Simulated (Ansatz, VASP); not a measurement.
**Ti2HC: VASP beside Ansatz**

```
Ti H C
1.0
     1.54956    0.89464    4.87078
    -1.54956    0.89464    4.87078
     0.00000   -1.78928    4.87078
Ti H C
2 1 1
Cartesian
  0.0000 0.0000 11.2632
  0.0000 0.0000 3.3491
  0.0000 0.0000 0.0000
  0.0000 0.0000 7.3062
```

Alike in both runs: task single point; functional PBEsol; k mesh 15 × 15 × 15; occupations gaussian, width 0.1 eV; no spin polarisation.

|  | VASP | Ansatz |
| --- | --- | --- |
| version | VASP 6.6.1 | Ansatz 0.2.0 |
| potentials or method | VASP PAW PBE potentials, release 64 (Ti_sv, H, C), cutoff 520 eV | scalar-relativistic, plane waves, PAW |
| valence electrons in the cell | 29 | 29 |

```tsv
	VASP	Ansatz	Ansatz less VASP
gap on the k mesh at the Fermi level (eV)	none	none	-
pressure (GPa)	18.0	17.8	-0.15
traceless stress, the component that is largest in VASP (GPa)	2.39	2.49	+0.104
rms of the force components (eV/Å)	2.186	2.181	-0.0052
```

VASP's potentials were made for PBE, not for PBEsol. Atom by atom the forces differ by 0.005 eV/Å (rms over components). A gap of «none» marks a metal or a gap that the smearing closes.
